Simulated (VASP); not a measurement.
Set up this calculation in VASP 6.6.1, as the native input.

```yaml
Task: single point
Functional: LDA
Potentials_or_basis: VASP PAW LDA potentials, release 64 (Zn)
Cutoff: 520 eV
k_mesh: 57 × 57 × 28
Occupations: gaussian, width 0.1 eV
Spin: no spin polarisation
Dipole_correction: no
Further_INCAR_settings: ALGO = Fast; EDIFF = 1e-06; NBANDS = 19
```

The structure of Zn lies in POSCAR:

```
Zn
1.0
    2.5543367835      0.0000000000      0.0000000000
   -1.2771683918      2.2121205443      0.0000000000
    0.0000000000      0.0000000000      4.4855090271
Zn
2
Direct
    0.3333333333      0.6666666667      0.2500000000
    0.6666666667      0.3333333333      0.7500000000
```

The input as run:

INCAR

```
PREC = Accurate
ENCUT = 520
EDIFF = 1E-6
ISMEAR = 0
SIGMA = 0.1
LREAL = F
LASPH = T
NELM = 80
ALGO = Fast
ISIF = 2
LWAVE = F
LCHARG = F
GGA = CA
NBANDS = 19
```

KPOINTS

```
Automatic mesh
0
Gamma
  57 57 28
```

Potentials or basis: VASP PAW LDA potentials, release 64 (Zn).

Command:

```console
$ cat potpaw_LDA.64/Zn/POTCAR > POTCAR
$ mpirun -np 1 vasp_std > vasp.out
```

Results of the run:

| Quantity | Value |
| --- | --- |
| Pressure | 8.7 GPa |
| Band gap on the k mesh | zero (bands 12 and 13 overlap by 3.99 eV) |

Caveat: the cell stands under pressure.

Run time: 51 min on 1 thread of Oxide Virtual Turin-like Processor, on a shared host, peak memory 1.6 GiB.
